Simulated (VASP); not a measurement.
# P in VASP: a series of runs, part 2 of 2

VASP 6.6.1. Earlier steps stand in the parts before.

## Step 3: Single point, PBE+D3(BJ)

This run uses another cell than the first one.

Contents of INCAR:

```
PREC = Accurate
ENCUT = 520
EDIFF = 1E-6
ISMEAR = 0
SIGMA = 0.1
LREAL = False
LASPH = True
NELM = 80
ALGO = Normal
ISIF = 2
LWAVE = False
LCHARG = True
LDIPOL = True
IDIPOL = 3
DIPOL = 0.5 0.5 0.289
GGA = PE
IVDW = 12
LELF = True
LVHAR = True
LVACPOTAV = True
NBANDS = 18
```

Contents of KPOINTS:

```
Automatic mesh
0
Gamma
  6 6 1
```

Contents of POSCAR:

```
P
1.0
    3.2642590676      0.0000000000      0.0000000000
   -1.6321295338      2.8269312771      0.0000000000
    0.0000000000      0.0000000000     34.6378032000
P
4
Direct
    0.6666666667      0.3333333333      0.2404254370
    0.3333333333      0.6666666667      0.2046898221
    0.0000000000      0.0000000000      0.3369783864
    0.3333333333      0.6666666667      0.3727140012
```

Potentials or basis: VASP PAW PBE potentials, release 64 (P).

The run is started by

```console
$ cat potpaw_PBE.64/P/POTCAR > POTCAR
$ mpirun -np 1 vasp_std > vasp.out
```

OUTCAR:

```text
PREC = Accurate
   ENCUT = 520
   EDIFF = 1E-6
   ISMEAR = 0
   LREAL = False
   LASPH = True
   NELM = 80
   ISIF = 2
   GGA = PE
   IVDW = 12
 IVDW          = 12

 ion  position               nearest neighbor table
   1  0.667  0.333  0.240-   2 2.25   2 2.25   2 2.25
   2  0.333  0.667  0.205-   1 2.25   1 2.25   1 2.25
   3  0.000  0.000  0.337-   4 2.25   4 2.25   4 2.25
   4  0.333  0.667  0.373-   3 2.25   3 2.25   3 2.25

  LATTYP: Found a hexagonal cell.
 ALAT       =     3.2642590676
 C/A-ratio  =    10.6112298328

  Lattice vectors:

[... 333 lines left out ...]
  -------------------------------------------------------------------------------------
  Total      -0.15150    -0.15150    -0.21727     0.00000     0.00000     0.00000
  in kB      -0.75939    -0.75939    -1.08911     0.00000     0.00000     0.00000
  external pressure =       -0.87 kB  Pullay stress =        0.00 kB

 VOLUME and BASIS-vectors are now :
 -----------------------------------------------------------------------------
  energy-cutoff  :      520.00
  volume of cell :      319.63
      direct lattice vectors                 reciprocal lattice vectors
     3.264259068  0.000000000  0.000000000     0.306348234  0.176870235  0.000000000
    -1.632129534  2.826931277  0.000000000     0.000000000  0.353740470  0.000000000
     0.000000000  0.000000000 34.637803200     0.000000000  0.000000000  0.028870191

 POSITION                                       TOTAL-FORCE (eV/Angst)
 -----------------------------------------------------------------------------------
      1.63213      0.94231      8.32781         0.000000      0.000000     -0.066007
     -0.00000      1.88462      7.09001         0.000000     -0.000000      0.072692
      0.00000      0.00000     11.67219        -0.000000      0.000000      0.066007
     -0.00000      1.88462     12.90999        -0.000000      0.000000     -0.072692
 -----------------------------------------------------------------------------------
    total drift:                                0.000000     -0.000000     -0.000001

  FREE ENERGIE OF THE ION-ELECTRON SYSTEM (eV)
  ---------------------------------------------------
  free  energy   TOTEN  =       -22.4129515434 eV

  energy  without entropy=      -22.4129515434  energy(sigma->0) =      -22.41295154

 vacuum level on the upper side and lower side of the slab         2.713         2.713
```

stdout:

```text
POSCAR found type information on POSCAR P
 POSCAR found :  1 types and       4 ions
 scaLAPACK will be used
 LDA part: xc-table for (Slater+PW92), standard interpolation
 POSCAR, INCAR and KPOINTS ok, starting setup
 FFT: planning ... GRIDC
 FFT: planning ... GRID_SOFT
 FFT: planning ... GRID
 WAVECAR not read
 entering main loop
 -----------------------------------------------------------------------------
|                                                                             |
|           W    W    AA    RRRRR   N    N  II  N    N   GGGG   !!!           |
|           W    W   A  A   R    R  NN   N  II  NN   N  G    G  !!!           |
|           W    W  A    A  R    R  N N  N  II  N N  N  G       !!!           |
|           W WW W  AAAAAA  RRRRR   N  N N  II  N  N N  G  GGG   !            |
|           WW  WW  A    A  R   R   N   NN  II  N   NN  G    G                |
|           W    W  A    A  R    R  N    N  II  N    N   GGGG   !!!           |
|                                                                             |
|     Did not find any points to average over, which means that no vacuum     |
|     field-free region was found. Please increase the size of  your cell     |
|     in the dimension of the dipole correction to obtain accurate            |
|     workfunction values.                                                    |
|                                                                             |
 -----------------------------------------------------------------------------
```

It took 87 s on 1 thread of Intel Xeon 8259CL, shared host; peak memory 0.39 GiB.

What came out:

```
Free energy                : -22.4130 eV
Largest force              : 0.073 eV/Å
Band gap on the k mesh     : 1.24 eV (least direct gap 1.80 eV)
Dispersion energy per atom : -0.264 eV
```

Forces on the atoms (eV/Å):
```
P    0.000  0.000 -0.066
P    0.000  0.000  0.073
P    0.000  0.000  0.066
P    0.000  0.000 -0.073
```

Levels at points of the mesh, in eV from the valence-band top:
```
           k point  band 6  band 7  band 8  band 9  band 10  band 11  band 12  band 13  band 14  band 15
(0.00, 0.00, 0.00)   -0.63   -0.63   -0.63   -0.63    -0.12     3.36     3.36     3.37     3.45     3.46
(0.50, 0.00, 0.00)   -3.66   -2.84   -2.79   -2.26    -1.62     1.39     1.59     2.40     3.57     4.65
```

## Step 4: Single point, PBE+D3(BJ)

This run uses another cell than the first one.

Contents of INCAR:

```
ALGO = Normal
DIPOL = 0.5 0.5 0.289
EDIFF = 1E-6
ENCUT = 520
GGA = PE
IDIPOL = 3
ISIF = 2
ISMEAR = 0
IVDW = 12
LASPH = T
LCHARG = F
LDIPOL = T
LREAL = F
LWAVE = F
NBANDS = 18
NELM = 60
PREC = Accurate
SIGMA = 0.02
```

Contents of KPOINTS:

```
k-points
0
Gamma
  12 12 1
```

Contents of POSCAR:

```
P
1.0
    3.2568236342      0.0000000000      0.0000000000
   -1.6284118171      2.8204920029      0.0000000000
    0.0000000000      0.0000000000     34.6378032000
P
4
Direct
    0.6666666667      0.3333333333      0.2405960193
    0.3333333333      0.6666666667      0.2047083685
    0.0000000000      0.0000000000      0.3368078040
    0.3333333333      0.6666666667      0.3726954549
```

Potentials or basis: VASP PAW PBE potentials, release 64 (P).

The run is started by

```console
$ cat potpaw_PBE.64/P/POTCAR > POTCAR
$ mpirun -np 1 vasp_std > vasp.out
```

OUTCAR:

```text
EDIFF = 1E-6
   ENCUT = 520
   GGA = PE
   ISIF = 2
   ISMEAR = 0
   IVDW = 12
   LASPH = T
   LREAL = F
   NELM = 60
   PREC = Accurate
 IVDW          = 12

 ion  position               nearest neighbor table
   1  0.667  0.333  0.241-   2 2.25   2 2.25   2 2.25
   2  0.333  0.667  0.205-   1 2.25   1 2.25   1 2.25
   3  0.000  0.000  0.337-   4 2.25   4 2.25   4 2.25
   4  0.333  0.667  0.373-   3 2.25   3 2.25   3 2.25

  LATTYP: Found a hexagonal cell.
 ALAT       =     3.2568236342
 C/A-ratio  =    10.6354556127
[... 601 lines left out ...]
  --------------------------------------------------------------------------------------
  -------------------------------------------------------------------------------------
  Total      -0.16730    -0.16730    -0.23446     0.00000     0.00000    -0.00000
  in kB      -0.84245    -0.84245    -1.18063     0.00000     0.00000    -0.00000
  external pressure =       -0.96 kB  Pullay stress =        0.00 kB

 VOLUME and BASIS-vectors are now :
 -----------------------------------------------------------------------------
  energy-cutoff  :      520.00
  volume of cell :      318.18
      direct lattice vectors                 reciprocal lattice vectors
     3.256823634  0.000000000  0.000000000     0.307047637  0.177274036  0.000000000
    -1.628411817  2.820492003  0.000000000     0.000000000  0.354548071  0.000000000
     0.000000000  0.000000000 34.637803200     0.000000000  0.000000000  0.028870191

 POSITION                                       TOTAL-FORCE (eV/Angst)
 -----------------------------------------------------------------------------------
      1.62841      0.94016      8.33372        -0.000000     -0.000000     -0.091834
     -0.00000      1.88033      7.09065         0.000000     -0.000000      0.090305
      0.00000      0.00000     11.66628         0.000000     -0.000000      0.091834
     -0.00000      1.88033     12.90935        -0.000000      0.000000     -0.090305
 -----------------------------------------------------------------------------------
    total drift:                                0.000000     -0.000000     -0.000005

  FREE ENERGIE OF THE ION-ELECTRON SYSTEM (eV)
  ---------------------------------------------------
  free  energy   TOTEN  =       -22.4639944413 eV

  energy  without entropy=      -22.4639944413  energy(sigma->0) =      -22.46399444

 vacuum level on the upper side and lower side of the slab         2.716         2.716
```

Wall time 3.3 min (1 thread of Intel Xeon 8259CL, shared host); peak memory 0.42 GiB.

Results:

```
Free energy                : -22.4640 eV
Largest force              : 0.092 eV/Å
Band gap on the k mesh     : 1.25 eV (least direct gap 1.81 eV)
Dispersion energy per atom : -0.265 eV
```

Forces in eV/Å, atoms in the order of the input:
```
P    0.000  0.000 -0.092
P    0.000  0.000  0.090
P    0.000  0.000  0.092
P    0.000  0.000 -0.090
```

Levels at points of the mesh, in eV from the valence-band top:
```csv
k point,band 7,band 8,band 9,band 10,band 11,band 12,band 13,band 14
"(0.00, 0.00, 0.00)",-0.58,-0.57,-0.57,-0.14,3.41,3.41,3.46,3.50
"(0.50, 0.00, 0.00)",-2.80,-2.75,-2.27,-1.62,1.42,1.62,2.38,3.56
```

## Step 5: The runs side by side

| cell | k mesh | smearing | gap on the mesh (eV) | largest force (eV/Å) |
| --- | --- | --- | --- | --- |
| a = 3.451, b = 3.451, c = 20.000 Å, angles 90.0, 90.0, 120.0°, 4 atoms, atomic positions A | 6 × 6 × 1 | gaussian 0.1 eV | 0.23 | 0.86 |
| a = 3.264, b = 3.264, c = 34.638 Å, angles 90.0, 90.0, 120.0°, 4 atoms, atomic positions B | 6 × 6 × 1 | gaussian 0.1 eV | 1.24 | 0.07 |
| a = 3.257, b = 3.257, c = 34.638 Å, angles 90.0, 90.0, 120.0°, 4 atoms, atomic positions B | 12 × 12 × 1 | gaussian 0.02 eV | 1.25 | 0.09 |

Alike in all rows: task single point; level PBE+D3(BJ); potentials or basis VASP PAW PBE potentials, release 64 (P); no spin polarisation; cutoff (eV) 520.

Absolute energies hang on the potentials; compare differences alone.
